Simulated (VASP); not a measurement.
# Ti (I4/mmm) in VASP: single point with r2SCAN

Aim: the single point of Ti with r2SCAN.

Program: VASP 6.6.1. These are calculated values, not measurements. Logs are shortened: lines on timing, memory, paths and dates and some standing lists are left out, and cuts for length are marked.

### Step 1. The cell of the first run

It takes space group I4/mmm (No. 139, tetragonal). The conventional cell has a = 2.946 Å, b = 2.946 Å, c = 4.559 Å, α = 90.00°, β = 90.00°, γ = 90.00°. Ti (site symmetry 4/mmm) has 12 Ti at 2.95 to 3.09 Å within 3.9 Å.

### Step 2. Single point, r2SCAN

POSCAR reads:

```
Ti
1.0
    2.9463072425      0.0000000000      0.0000000000
    0.0000000000      2.9463072425      0.0000000000
    0.0000000000      0.0000000000      4.5587340489
Ti
2
Direct
    0.5000000000      0.0000000000      0.5000000000
    0.0000000000      0.5000000000      0.0000000000
```

INCAR.step1 reads:

```
PREC     = Accurate       # precision mode
ENCUT    = 550            # plane-wave cutoff, eV
ISMEAR   = 0              # smearing method
SIGMA    = 0.1            # smearing width, eV
LREAL    = F              # projectors in reciprocal space
LASPH    = T              # aspherical terms in the spheres
NELM     = 120            # most SCF steps
NBANDS   = 19             # bands
GGA      = PE             # functional
ALGO     = Normal         # electronic algorithm
EDIFF    = 1E-5           # SCF threshold, eV
LWAVE    = T              # write WAVECAR
LCHARG   = F              # write CHGCAR
GGA_COMPAT= F
```

INCAR.step2 reads:

```
PREC     = Accurate       # precision mode
ENCUT    = 550            # plane-wave cutoff, eV
EDIFF    = 1E-6           # SCF threshold, eV
ISMEAR   = 0              # smearing method
SIGMA    = 0.1            # smearing width, eV
LREAL    = F              # projectors in reciprocal space
LASPH    = T              # aspherical terms in the spheres
NELM     = 120            # most SCF steps
ALGO     = Normal         # electronic algorithm
ISIF     = 2              # what is computed and relaxed
LWAVE    = F              # write WAVECAR
LCHARG   = T              # write CHGCAR
METAGGA  = R2SCAN         # meta-GGA
LMIXTAU  = T            
LELF     = T              # ELF
LVHAR    = T            
NBANDS   = 19             # bands
ISTART   = 1            
GGA_COMPAT= F
```

KPOINTS reads:

```
Automatic mesh
0
Gamma
  6 6 4
```

Potentials or basis: VASP PAW PBE potentials, release 64 (Ti_sv).

Command:

```console
> cat potpaw_PBE.64/Ti_sv/POTCAR > POTCAR
> cp INCAR.step1 INCAR
> mpirun -np 1 vasp_std > vasp.out
> cp INCAR.step2 INCAR
> mpirun -np 1 vasp_std > vasp.out
```

OUTCAR:

```text
PREC = Accurate
   ENCUT = 550
   EDIFF = 1E-6
   ISMEAR = 0
   LREAL = F
   LASPH = T
   NELM = 120
   ISIF = 2
   METAGGA = R2SCAN
   ISTART = 1

 ion  position               nearest neighbor table
   1  0.500  0.000  0.500-
   2  0.000  0.500  0.000-

  LATTYP: Found a simple tetragonal cell.
 ALAT       =     2.9463072425
 C/A-ratio  =     1.5472704215

  Lattice vectors:

 A1 = (   2.9463072425,   0.0000000000,   0.0000000000)
 A2 = (   0.0000000000,   2.9463072425,   0.0000000000)
 A3 = (   0.0000000000,   0.0000000000,   4.5587340489)

Analysis of symmetry for initial positions (statically):
=====================================================================
 Subroutine PRICEL returns following result:

  LATTYP: Found a body centered tetragonal cell.
 ALAT       =     2.9463072425
 C/A-ratio  =     1.5472704215

  Lattice vectors:

 A1 = (   1.4731536213,  -1.4731536213,  -2.2793670244)
 A2 = (  -1.4731536213,   1.4731536213,  -2.2793670244)
 A3 = (   1.4731536213,   1.4731536212,   2.2793670244)

   2 primitive cells build up your supercell.

 Routine SETGRP: Setting up the symmetry group for a
 simple tetragonal supercell.

 Subroutine GETGRP returns: Found 16 space group operations
 (whereof  8 operations were pure point group operations)
 out of a pool of 16 trial point group operations.

The static configuration has the point symmetry D_2h.
 The point group associated with its full space group is D_4h.

Analysis of symmetry for dynamics (positions and initial velocities):
=====================================================================
 Subroutine PRICEL returns following result:

  LATTYP: Found a body centered tetragonal cell.
 ALAT       =     2.9463072425
 C/A-ratio  =     1.5472704215

  Lattice vectors:

 A1 = (   1.4731536213,  -1.4731536213,  -2.2793670244)
 A2 = (  -1.4731536213,   1.4731536213,  -2.2793670244)
 A3 = (   1.4731536213,   1.4731536212,   2.2793670244)

   2 primitive cells build up your supercell.

 Routine SETGRP: Setting up the symmetry group for a
 simple tetragonal supercell.

 Subroutine GETGRP returns: Found 16 space group operations
 (whereof  8 operations were pure point group operations)
 out of a pool of 16 trial point group operations.
[... 86 lines left out ...]
   dimension x,y,z NGXF=    48 NGYF=   48 NGZF=   72
   ions per type =               2
   NGX,Y,Z   is equivalent  to a cutoff of  13.54, 13.54, 13.13 a.u.
   NGXF,Y,Z  is equivalent  to a cutoff of  27.08, 27.08, 26.26 a.u.
 SYSTEM =  unknown system
   PREC   = accura    normal or accurate (medium, high low for compatibility)
   ISTART =      1    job   : 0-new  1-cont  2-samecut
   ICHARG =      0    charge: 1-file 2-atom 10-const
   ISPIN  =      1    spin polarized calculation?
   LNONCOLLINEAR =      F non collinear calculations
   LSORBIT =      F    spin-orbit coupling
   LASPH  =      T    aspherical Exc in radial PAW
   ENCUT  =  550.0 eV  40.42 Ry    6.36 a.u.   5.63  5.63  8.72*2*pi/ulx,y,z
   NELM   =    120;   NELMIN=  2; NELMDL=  0     # of ELM steps
   EDIFF  = 0.1E-05   stopping-criterion for ELM
   LREAL  =      F    real-space projection
   EDIFFG = 0.1E-04   stopping-criterion for IOM
   NSW    =      0    number of steps for IOM
   IBRION =     -1    ionic relax: 0-MD 1-quasi-New 2-CG
   NFREE  =      0    steps in history (QN), initial steepest desc. (CG)
   ISIF   =      2    stress and relaxation
   ISYM   =      2    0-nonsym 1-usesym 2-fastsym
   POTIM  = 0.5000    time-step for ionic-motion
   TEBEG  =    0.0;   TEEND  =   0.0 temperature during run
   PSTRESS=    0.0 pullay stress
   NELECT =      24.0000    total number of electrons
   NUPDOWN=      -1.0000    fix difference up-down
   EMIN   =  10.00;   EMAX   =-10.00  energy-range for DOS
   EFERMI =   0.00;   METHOD = LEGACY
   ISMEAR =     0;   SIGMA  =   0.10  broadening in eV -4-tet -1-fermi 0-gaus
   EFERMI_NEDOS =   21; number of points for ismear=-14 and -15
   IALGO  =     38    algorithm
   IMIX   =      4    mixing-type and parameters
     AMIX     =   0.40;   BMIX     =  1.00
     AMIX_MAG =   1.60;   BMIX_MAG =  1.00
  volume/ion in A,a.u.               =      19.79       133.53
  Fermi-wavevector in a.u.,A,eV,Ry     =   1.385730  2.618649 26.126537  1.920246
  Thomas-Fermi vector in A             =   2.510112
   LORBIT       =      0    0 simple, 1 ext, 2 COOP (PROOUT), +10 PAW based schemes
   METAGGA = R2SCAN    functional components
   LHFCALC =     F    Hartree Fock is set to
   AEXX    =    0.0000 exact exchange contribution
   IVDW    =     0    specifies the selected vdW correction
   LEPSILON=     F    determine dielectric tensor
   LRPA    =     F    only Hartree local field effects (RPA)
 non-spin polarized calculation
 Gauss-broadening in eV      SIGMA  =   0.10
  energy-cutoff  :      550.00
  volume of cell :       39.57
 maximum number of plane-waves:      1188
 NGX is ok and might be reduce to    24
   NGX = 11   NGY = 11   NGZ = 17

 number of electron      23.9999997 magnetization

 Free energy of the ion-electron system (eV)
  ---------------------------------------------------
  ext. energy  EPLUGINS =         0.00000000
  ---------------------------------------------------
  free energy    TOTEN  =       -25.57972868 eV

  energy without entropy =      -25.56720114  energy(sigma->0) =      -25.57346491

 E-fermi :   6.8672     XC(G=0): -11.7591

 val. band max:        6.8604526773   @ k =   0.1667   0.1667   0.0000
 cond. band min:       6.9536710377   @ k =   0.3333   0.1667   0.2500
 fundamental gap:      0.0932183604
 Fermi energy:         6.8672459655

 k-point     1 :       0.0000    0.0000    0.0000
  band No.  band energies     occupation
      1     -52.4313      2.00000
      2     -52.3507      2.00000
      3     -27.7485      2.00000
      4     -27.4714      2.00000
      5     -27.4714      2.00000
      6     -27.3531      2.00000
[... 505 lines left out ...]
      6     -27.4305      2.00000
[... 11 lines left out ...]
     18      10.0130      0.00000
     19      10.2723      0.00000

 [... further k-points ...]
[... 5 lines left out ...]
  --------------------------------------------------------------------------------------
  -------------------------------------------------------------------------------------
  Total       -2.5071811     -2.5071811     -3.6321982     -0.0000000      0.0000000      0.0000000
  in kB     -101.5069938   -101.5069938   -147.0549996     -0.0000000      0.0000000      0.0000000
  external PRESSURE =    -116.6896624 kB  Pullay stress =       0.0000000 kB

 VOLUME and BASIS-vectors are now :
 -----------------------------------------------------------------------------
  energy-cutoff  :      550.00
  volume of cell :       39.57
      direct lattice vectors                 reciprocal lattice vectors
     2.946307243  0.000000000  0.000000000     0.339407916  0.000000000  0.000000000
     0.000000000  2.946307243  0.000000000     0.000000000  0.339407916  0.000000000
     0.000000000  0.000000000  4.558734049     0.000000000  0.000000000  0.219359144

 POSITION                                       TOTAL-FORCE (eV/Angst)
 -----------------------------------------------------------------------------------
      1.47315      0.00000      2.27937        -0.000000      0.000000     -0.000000
      0.00000      1.47315      0.00000         0.000000      0.000000      0.000000
 -----------------------------------------------------------------------------------
    total drift:                                0.000000      0.000000     -0.000000

  FREE ENERGIE OF THE ION-ELECTRON SYSTEM (eV)
  ---------------------------------------------------
  free  energy   TOTEN  =       -25.5797286750 eV

  energy  without entropy=      -25.5672011412  energy(sigma->0) =      -25.57346491
```

OUTCAR.step1:

```text
PREC = Accurate
   ENCUT = 550
   ISMEAR = 0
   LREAL = F
   LASPH = T
[... 772 lines left out ...]
 -----------------------------------------------------------------------------------
      1.47315      0.00000      2.27937        -0.000000      0.000000     -0.000000
      0.00000      1.47315      0.00000         0.000000     -0.000000      0.000000
 -----------------------------------------------------------------------------------
    total drift:                                0.000000      0.000000     -0.000000

  FREE ENERGIE OF THE ION-ELECTRON SYSTEM (eV)
  ---------------------------------------------------
  free  energy   TOTEN  =       -15.3654808323 eV

  energy  without entropy=      -15.3453863525  energy(sigma->0) =      -15.35543359
```

Run time: 2.3 min. Hardware: 1 thread of Intel Xeon 8259CL, shared host; peak memory 0.17 GiB.

What came out:

```
Free energy            : -25.5797 eV
Pressure               : -11.7 GPa
Band gap on the k mesh : zero (band 12 reaches 7.39 eV, above the bottom of band 13 at 6.53 eV)
```

Caveat: the PAW data sets were made with another functional, which shifts forces and pressure a little.
